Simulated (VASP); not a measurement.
# C (P1) in VASP: relaxation of cell and atoms with PBE

Aim: the relaxation of cell and atoms of C with PBE.

Program: VASP 6.6.1. These are calculated values, not measurements. Logs are shortened: lines on timing, memory, paths and dates and some standing lists are left out, and cuts for length are marked.

### Step 1. The cell of the first run

The typed cell holds 10 atoms: a = 3.252 Å, b = 3.457 Å, c = 6.811 Å, α = 91.11°, β = 89.13°, γ = 91.34°.

### Step 2. Relaxation of cell and atoms, PBE

INCAR reads:

```
SYSTEM = C
  ALGO = Normal
  EDIFF = 1E-6
  EDIFFG = -0.025
  ENCUT = 600
  GGA = PE
  IBRION = 2
  ISIF = 3
  ISMEAR = 0
  LASPH = .TRUE.
  LCHARG = .FALSE.
  LREAL = .FALSE.
  LWAVE = .FALSE.
  NELM = 60
  NSW = 80
  PREC = Accurate
  SIGMA = 0.1
```

KPOINTS reads:

```
k-points
0
G
  4 4 2
  0 0 0
```

POSCAR reads:

```
C
1.0
   -0.0378889212      0.0243150562      3.2516861894
    3.4567326009     -0.0331501351     -0.0401211274
   -0.0663002702      6.8100182197      0.0514951305
C
10
Direct
    0.6127078733     -0.0082576377      0.1439496877
    0.5777140894      0.0025653467      0.6287171690
    0.4068497193      0.2727330121      0.0055332020
    0.3645838567      0.2768080270      0.4951990097
    0.3174983873      0.6987622533     -0.0082648219
    0.3728328480      0.7612698388      0.5114210585
    0.6980516438     -0.0022703622      0.3563505299
    0.6235132282      0.0045470795      0.8815417296
   -0.0235246654      0.9725099032     -0.0012929577
    0.0497730192      1.0213325393      0.4868453931
```

Potentials or basis: VASP PAW PBE potentials, release 64 (C).

The run is started by

```console
$ cat potpaw_PBE.64/C/POTCAR > POTCAR
$ mpirun -np 1 vasp_std > vasp.out
```

OUTCAR:

```text
SYSTEM = C
   EDIFF = 1E-6
   EDIFFG = -0.025
   ENCUT = 600
   GGA = PE
   IBRION = 2
   ISIF = 3
   ISMEAR = 0
   LASPH = .TRUE.
   LREAL = .FALSE.
   NELM = 60
   NSW = 80
   PREC = Accurate

 ion  position               nearest neighbor table
   1  0.613  0.992  0.144-   7 1.48   9 1.53   3 1.54   5 1.72   8 1.79
   2  0.578  0.003  0.629-   6 1.32   4 1.51   8 1.73  10 1.80   7 1.89  10 1.99
   3  0.407  0.273  0.006-   8 1.43   5 1.51   1 1.54   9 1.72   5 2.00
   4  0.365  0.277  0.495-  10 1.34   2 1.51   6 1.68   7 1.73   6 1.79
   5  0.317  0.699  0.992-   9 1.47   3 1.51   8 1.62   1 1.72   3 2.00
   6  0.373  0.761  0.511-   2 1.32  10 1.41   4 1.68   7 1.69   4 1.79
   7  0.698  0.998  0.356-  10 1.46   1 1.48   6 1.69   4 1.73   2 1.89
   8  0.624  0.005  0.882-   9 1.42   3 1.43   5 1.62   2 1.73   1 1.79
   9  0.976  0.973  0.999-   8 1.42   5 1.47   1 1.53   3 1.72
  10  0.050  0.021  0.487-   4 1.34   6 1.41   7 1.46   2 1.80   2 1.99

  LATTYP: Found a triclinic cell.
 ALAT       =     3.2519978270
 B/A-ratio  =     2.8738510200
 C/A-ratio  =     1.0630770849
 COS(alpha) =     0.0020884634
 COS(beta)  =     0.0233255780
 COS(gamma) =     0.6848899002

  Lattice vectors:

 A1 = (   0.0378889212,  -0.0243150562,  -3.2516861894)
 A2 = (   0.0094775722,   6.7613881073,  -6.4518772483)
 A3 = (   3.4567326009,  -0.0331501351,  -0.0401211274)

Analysis of symmetry for initial positions (statically):
=====================================================================
 Subroutine PRICEL returns:
 Original cell was already a primitive cell.

 Routine SETGRP: Setting up the symmetry group for a
 triclinic supercell.

 Subroutine GETGRP returns: Found  1 space group operations
 (whereof  1 operations were pure point group operations)
 out of a pool of  2 trial point group operations.

The static configuration has the point symmetry C_1 .

Analysis of symmetry for dynamics (positions and initial velocities):
=====================================================================
 Subroutine PRICEL returns:
 Original cell was already a primitive cell.

 Routine SETGRP: Setting up the symmetry group for a
 triclinic supercell.

 Subroutine GETGRP returns: Found  1 space group operations
 (whereof  1 operations were pure point group operations)
 out of a pool of  2 trial point group operations.

The dynamic configuration has the point symmetry C_1 .

 Subroutine INISYM returns: Found  1 space group operations
 (whereof  1 operations are pure point group operations),
 and found     1 'primitive' translations

----------------------------------------------------------------------------------------

                                     Primitive cell

  volume of cell :      76.5243

  direct lattice vectors                    reciprocal lattice vectors
    -0.037888921  0.024315056  3.251686189     0.003548133 -0.002291361  0.307591228
     3.456732601 -0.033150135 -0.040121127     0.289356192  0.002791747  0.003350727
    -0.066300270  6.810018220  0.051495130     0.001395873  0.146864256 -0.001081939

  length of vectors
     3.251997827  3.457124370  6.810535634     0.307620226  0.289389058  0.146874875

  position of ions in fractional coordinates (direct lattice)
     0.612707873  0.991742362  0.143949688
     0.577714089  0.002565347  0.628717169
     0.406849719  0.272733012  0.005533202
     0.364583857  0.276808027  0.495199010
     0.317498387  0.698762253  0.991735178
     0.372832848  0.761269839  0.511421058
     0.698051644  0.997729638  0.356350530
     0.623513228  0.004547079  0.881541730
     0.976475335  0.972509903  0.998707042
     0.049773019  0.021332539  0.486845393

  ion indices of the primitive-cell ions
   primitive index   ion index
                 1           1
                 2           2
                 3           3
                 4           4
                 5           5
                 6           6
                 7           7
                 8           8
                 9           9
                10          10

----------------------------------------------------------------------------------------

 KPOINTS: k-points

Automatic generation of k-mesh.
 Grid dimensions read from file:
 generate k-points for:    4    4    2

 Generating k-lattice:

  Cartesian coordinates                     Fractional coordinates (reciprocal lattice)
     0.000887033 -0.000572840  0.076897807     0.250000000  0.000000000 -0.000000000
     0.072339048  0.000697937  0.000837682     0.000000000  0.250000000 -0.000000000
     0.000697937  0.073432128 -0.000540969     0.000000000 -0.000000000  0.500000000

  Length of vectors
     0.076905056  0.072347265  0.073437437

  Shift w.r.t. Gamma in fractional coordinates (k-lattice)
     0.000000000  0.000000000  0.000000000

 Subroutine IBZKPT returns following result:
 ===========================================

 Found     20 irreducible k-points:

 Following reciprocal coordinates:
            Coordinates               Weight
  0.000000  0.000000  0.000000      1.000000
  0.250000  0.000000  0.000000      2.000000
  0.500000  0.000000  0.000000      1.000000
  0.000000  0.250000 -0.000000      2.000000
  0.250000  0.250000 -0.000000      2.000000
  0.500000  0.250000 -0.000000      2.000000
[... 12 lines left out ...]
  0.250000  0.500000  0.500000      2.000000
  0.500000  0.500000  0.500000      1.000000
   k-points           NKPTS =     20   k-points in BZ     NKDIM =     20   number of bands    NBANDS=     26
   number of dos      NEDOS =    301   number of ions     NIONS =     10
   total plane-waves  NPLWV =  42336
   dimension x,y,z NGX =    28 NGY =   28 NGZ =   54
   dimension x,y,z NGXF=    56 NGYF=   56 NGZF=  108
   ions per type =              10
   NGX,Y,Z   is equivalent  to a cutoff of  14.31, 13.46, 13.18 a.u.
   NGXF,Y,Z  is equivalent  to a cutoff of  28.63, 26.93, 26.36 a.u.
 SYSTEM =  C
   PREC   = accura    normal or accurate (medium, high low for compatibility)
   ISTART =      0    job   : 0-new  1-cont  2-samecut
   ICHARG =      2    charge: 1-file 2-atom 10-const
   ISPIN  =      1    spin polarized calculation?
   LNONCOLLINEAR =      F non collinear calculations
   LSORBIT =      F    spin-orbit coupling
   LASPH  =      T    aspherical Exc in radial PAW
   ENCUT  =  600.0 eV  44.10 Ry    6.64 a.u.   6.50  6.90 13.60*2*pi/ulx,y,z
   NELM   =     60;   NELMIN=  2; NELMDL= -5     # of ELM steps
   EDIFF  = 0.1E-05   stopping-criterion for ELM
   LREAL  =      F    real-space projection
   EDIFFG = -.3E-01   stopping-criterion for IOM
   NSW    =     80    number of steps for IOM
   IBRION =      2    ionic relax: 0-MD 1-quasi-New 2-CG
   NFREE  =      1    steps in history (QN), initial steepest desc. (CG)
   ISIF   =      3    stress and relaxation
   ISYM   =      2    0-nonsym 1-usesym 2-fastsym
   POTIM  = 0.5000    time-step for ionic-motion
   TEBEG  =    0.0;   TEEND  =   0.0 temperature during run
   PSTRESS=    0.0 pullay stress
   NELECT =      40.0000    total number of electrons
   NUPDOWN=      -1.0000    fix difference up-down
   EMIN   =  10.00;   EMAX   =-10.00  energy-range for DOS
   EFERMI =   0.00;   METHOD = LEGACY
   ISMEAR =     0;   SIGMA  =   0.10  broadening in eV -4-tet -1-fermi 0-gaus
   EFERMI_NEDOS =   21; number of points for ismear=-14 and -15
   IALGO  =     38    algorithm
   IMIX   =      4    mixing-type and parameters
     AMIX     =   0.40;   BMIX     =  1.00
     AMIX_MAG =   1.60;   BMIX_MAG =  1.00
  volume/ion in A,a.u.               =       7.65        51.64
  Fermi-wavevector in a.u.,A,eV,Ry     =   1.318747  2.492071 23.661823  1.739095
  Thomas-Fermi vector in A             =   2.448695
   LORBIT       =      0    0 simple, 1 ext, 2 COOP (PROOUT), +10 PAW based schemes
   GGA     = PE    functional components
   LHFCALC =     F    Hartree Fock is set to
   AEXX    =    0.0000 exact exchange contribution
   IVDW    =     0    specifies the selected vdW correction
   LEPSILON=     F    determine dielectric tensor
   LRPA    =     F    only Hartree local field effects (RPA)
 conjugate gradient relaxation of ions
 non-spin polarized calculation
 Gauss-broadening in eV      SIGMA  =   0.10
  energy-cutoff  :      600.00
  volume of cell :       76.52
 maximum number of plane-waves:      2568
 NGX is ok and might be reduce to    28
   NGX = 13   NGY = 13   NGZ = 27

--------------------------------------- Ionic step        1  -------------------------------------------

 number of electron      39.9999999 magnetization

 Free energy of the ion-electron system (eV)
  ---------------------------------------------------
  ext. energy  EPLUGINS =         0.00000000
  ---------------------------------------------------
  free energy    TOTEN  =       -78.83731964 eV

  energy without entropy =      -78.83676630  energy(sigma->0) =      -78.83704297

------------------------ aborting loop because EDIFF is reached ----------------------------------------

  FORCE on cell =-STRESS in cart. coord.  units (eV):
  Direction    XX          YY          ZZ          XY          YZ          ZX
  --------------------------------------------------------------------------------------
  -------------------------------------------------------------------------------------
  Total        6.8173717     10.1520318     10.3858570      4.0988469      7.3025017      0.5353940
  in kB      142.7341822    212.5514093    217.4469681     85.8168792    152.8912703     11.2094547
  external PRESSURE =     190.9108532 kB  Pullay stress =       0.0000000 kB
[... 113 lines left out ...]
  FREE ENERGIE OF THE ION-ELECTRON SYSTEM (eV)
  ---------------------------------------------------
  free  energy   TOTEN  =       -82.2914563125 eV

  energy  without entropy=      -82.2914559673  energy(sigma->0) =      -82.29145614

[... ionic steps 4 to 25 ...]

--------------------------------------- Ionic step       26  -------------------------------------------

 number of electron      40.0000002 magnetization

------------------------ aborting loop because EDIFF is reached ----------------------------------------

  FORCE on cell =-STRESS in cart. coord.  units (eV):
  Direction    XX          YY          ZZ          XY          YZ          ZX
  --------------------------------------------------------------------------------------
  -------------------------------------------------------------------------------------
  Total       -0.0198160     -0.0143169     -0.0077091     -0.0429376      0.0290076     -0.0153418
  in kB       -0.4195110     -0.3030931     -0.1632038     -0.9090026      0.6140986     -0.3247907
  external PRESSURE =      -0.2952693 kB  Pullay stress =       0.0000000 kB
[... 73 lines left out ...]
  energy  without entropy=      -83.9712001610  energy(sigma->0) =      -83.97120016

--------------------------------------- Ionic step       28  -------------------------------------------

 number of electron      40.0000002 magnetization

 Free energy of the ion-electron system (eV)
  ---------------------------------------------------
  ext. energy  EPLUGINS =         0.00000000
  ---------------------------------------------------
  free energy    TOTEN  =       -83.97127379 eV

  energy without entropy =      -83.97127379  energy(sigma->0) =      -83.97127379

 E-fermi :   6.2400     XC(G=0): -11.1371

 val. band max:        5.7247670267   @ k =   0.5000   0.0000   0.0000
 cond. band min:       7.5359291984   @ k =   0.5000   0.5000  -0.0000
 fundamental gap:      1.8111621717
 Fermi energy:         6.2399625419

 k-point     1 :       0.0000    0.0000    0.0000
  band No.  band energies     occupation
      1     -14.8654      2.00000
      2     -14.1700      2.00000
      3      -8.5963      2.00000
      4      -5.3041      2.00000
      5      -4.6677      2.00000
      6      -4.1074      2.00000
[... 606 lines left out ...]
  FREE ENERGIE OF THE ION-ELECTRON SYSTEM (eV)
  ---------------------------------------------------
  free  energy   TOTEN  =       -83.9712737879 eV

  energy  without entropy=      -83.9712737879  energy(sigma->0) =      -83.97127379

 reached required accuracy - stopping structural energy minimisation
```

Wall time 9.8 min (1 thread of Intel Xeon Platinum 8375C at 2.90GHz (Ice Lake), shared host); peak memory 0.2 GiB.

What came out:

* Free energy: -83.9713 eV
* Relaxed volume: 7.57 Å³/atom
* Relaxed cell: a = 3.232 Å, b = 3.421 Å, c = 6.843 Å, α = 89.95°, β = 90.00°, γ = 89.99°
* Space group after relaxing (to 0.05 Å): P-4m2 (No. 115)
* Energy gained by relaxing: 513.4 meV/atom
* Ionic steps: 28
* Pressure after relaxing: 0.0 GPa
* Largest force after relaxing: 0.018 eV/Å
* Band gap on the k mesh: 1.81 eV, indirect (least direct gap 2.09 eV)

Forces in eV/Å, atoms in the order of the input:
```
C    0.003  0.001  0.005
C   -0.007  0.003 -0.009
C    0.012 -0.001 -0.012
C    0.004  0.003 -0.002
C    0.003  0.003  0.000
C   -0.016  0.005  0.004
C    0.001  0.001  0.012
C    0.002 -0.005  0.004
C    0.002 -0.009 -0.006
C   -0.004 -0.001  0.004
```

Stress tensor (GPa, compression positive):
```
 0.04 -0.08 -0.03
-0.08  0.02 -0.03
-0.03 -0.03  0.05
```

Step by step:
```tsv
step	energy change (eV)	largest force (eV/Å)	pressure (GPa)	volume (Å³)
1	0.0000	13.1822	19.09	76.52
2	21.6321	94.2767	56.12	86.94
3	-3.4541	6.0029	-13.96	79.66
4	-3.8530	4.8457	-12.23	79.01
5	-3.9144	4.9646	-10.52	78.65
6	-4.1143	5.1393	8.56	74.77
7	-4.8959	1.5747	-3.43	76.51
8	-4.9607	2.5643	4.61	74.84
9	-5.0292	1.0457	0.86	75.53
10	-5.0734	0.8445	0.51	75.40
11	-5.0770	0.6104	0.54	75.43
12	-5.1021	0.4798	0.63	75.56
13	-5.1023	0.4298	0.61	75.55
14	-5.1169	0.3739	-0.65	75.83
15	-5.1171	0.3378	-0.51	75.80
16	-5.1231	0.1892	-0.24	75.72
17	-5.1232	0.2153	-0.21	75.71
18	-5.1271	0.1986	0.48	75.58
19	-5.1271	0.2200	0.51	75.57
20	-5.1309	0.1287	0.27	75.61
21	-5.1318	0.1750	0.09	75.63
22	-5.1333	0.0959	0.02	75.68
23	-5.1333	0.0894	0.03	75.67
24	-5.1338	0.0423	-0.06	75.69
25	-5.1338	0.0424	-0.06	75.69
26	-5.1339	0.0278	-0.03	75.68
27	-5.1339	0.0304	-0.03	75.68
28	-5.1340	0.0176	0.04	75.67
```

Final structure:
```
C
1.0
     0.00033    0.00048    3.23198
     3.42132    0.00150   -0.00004
     0.00337    6.84290   -0.00085
C
10
Direct
  0.62735 0.99956 0.14084
  0.62725 0.00033 0.64082
  0.37297 0.28115 0.99999
  0.37253 0.28214 0.49993
  0.37288 0.71783 0.00004
  0.37252 0.71887 0.50000
  0.62707 0.00034 0.35915
  0.62742 0.99977 0.85919
  0.00020 0.99954 0.00005
  0.99981 0.00046 0.49998
```

Levels at points of the mesh, in eV from the valence-band top:
```csv
k point,band 16,band 17,band 18,band 19,band 20,band 21,band 22,band 23,band 24,band 25
"(0.00, 0.00, 0.00)",-3.25,-1.42,-1.41,-0.69,-0.44,4.84,5.91,6.00,6.21,6.22
"(0.50, 0.00, 0.00)",-3.09,-3.01,-1.82,-1.60,0.00,3.32,5.68,6.22,6.44,7.80
"(0.00, 0.50, 0.00)",-3.61,-3.25,-2.80,-2.80,-0.69,4.82,4.84,5.91,6.49,6.49
"(0.50, 0.50, 0.00)",-1.82,-1.60,-0.76,-0.76,-0.28,1.81,5.68,6.22,6.44,8.25
"(0.00, 0.00, 0.50)",-2.75,-2.43,-2.42,-0.71,-0.71,4.89,4.90,6.12,6.13,6.85
"(0.50, 0.00, 0.50)",-3.83,-2.22,-2.22,-1.51,-1.51,4.67,4.67,6.56,6.57,7.12
"(0.00, 0.50, 0.50)",-3.79,-2.96,-2.96,-2.23,-2.23,5.30,5.30,6.25,6.25,6.26
"(0.50, 0.50, 0.50)",-3.27,-1.05,-1.04,-0.82,-0.82,3.21,3.22,7.61,7.61,8.02
```

Caveat: the k points lie up to 0.49 Å⁻¹ apart in the final cell.
